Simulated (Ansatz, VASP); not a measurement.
Two plane-wave programs on AlRu

```
CELL_PARAMETERS angstrom
3.28557 0.00000 0.00000
0.00000 2.72260 0.00000
0.00000 0.00000 3.00408
ATOMIC_POSITIONS crystal
Al 0.00000 0.00000 0.00000
Ru 0.50000 0.50000 0.50000
```

Change from the starting cell: strain +0.0937 x Voigt [1, -1, 0, 0, 0, 0], atoms carried along.

Alike in both runs: task single point; functional PBE; k mesh 20 × 20 × 20; occupations gaussian, width 0.15 eV; no spin polarisation.

|  | VASP | Ansatz |
| --- | --- | --- |
| version | VASP 6.6.1 | Ansatz 0.2.0 |
| potentials or method | VASP PAW PBE potentials, release 64 (Al, Ru_pv), cutoff 520 eV | scalar-relativistic, plane waves, PAW |
| valence electrons in the cell | 17 | 19 |

Ansatz gave:

```
gap on the k mesh at the Fermi level (eV)                     : none
pressure (GPa)                                                : 4.9
traceless stress, the component that is largest in VASP (GPa) : 19.48
```

Q: Estimate VASP's values.

A: gap on the k mesh at the Fermi level (eV): none; pressure (GPa): 4.9; traceless stress, the component that is largest in VASP (GPa): 19.49.

A gap of «none» marks a metal or a gap that the smearing closes. The functional is the same, so the differences come from potentials, cutoffs and numerics. VASP's potentials hold 17 valence electrons a cell and Ansatz's 19, so a difference there can come from the potentials and not from the codes.
